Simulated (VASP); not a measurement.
A run of VASP 6.6.1 is set up as follows.

INCAR

```
SYSTEM = CaTeI3
ALGO = Normal
EDIFF = 1E-7
EDIFFG = -0.04
ENCUT = 600
GGA = PE
IBRION = 2
ISIF = 3
ISMEAR = 0
LASPH = .TRUE.
LCHARG = .FALSE.
LREAL = .FALSE.
LWAVE = .FALSE.
NELM = 100
NSW = 90
PREC = Accurate
SIGMA = 0.1
```

File KPOINTS:

```
k-points
0
G
  6 6 2
  0 0 0
```

Contents of POSCAR:

```
CaTeI3
1.0
    5.5566468100      0.0000000000      0.0000000000
   -2.7783234000      4.8121973000      0.0000000000
    0.0000000000      0.0000000000      7.5003499000
Ca Te I
1 1 3
Direct
    0.0000000000      0.0000000000      0.1353300700
    0.0000000000      0.0000000000      0.7879941100
    0.0000000000      0.0000000000      0.4321466400
    0.3333333300      0.6666666700      0.2032125300
    0.6666666700      0.3333333300      0.2032125300
```

Potentials or basis: VASP PAW PBE potentials, release 64 (Ca_sv, Te, I).

Run with:

```console
$ cat potpaw_PBE.64/Ca_sv/POTCAR potpaw_PBE.64/Te/POTCAR potpaw_PBE.64/I/POTCAR > POTCAR
$ mpirun -np 1 vasp_std > vasp.out
```

Problem. Predict the relaxed volume.

Solution. 55.15 Å³/atom.

Problem. What does it give for the band gap on the k mesh?

Solution. Zero (an odd number of electrons rules out a gap without spin polarisation).

Problem. Estimate the space group after relaxing (to 0.1 Å).

Solution. P6mm (No. 183).

Forces in eV/Å, atoms in the order of the input:
```
Ca   0.000  0.000 -0.039
Te   0.000  0.000  0.018
I    0.000  0.000  0.002
I    0.000  0.000  0.010
I    0.000  0.000  0.010
```

Caveat: the k points lie up to 0.34 Å⁻¹ apart in the final cell, too coarse for converged energies and pressures of a metal; the volume moved by over 15 % at a fixed basis, so the end points are rough; spin-orbit coupling is left out, which moves the levels of the heavy elements; an odd number of electrons without spin polarisation forces a metal; a magnetic or distorted state may lie lower.
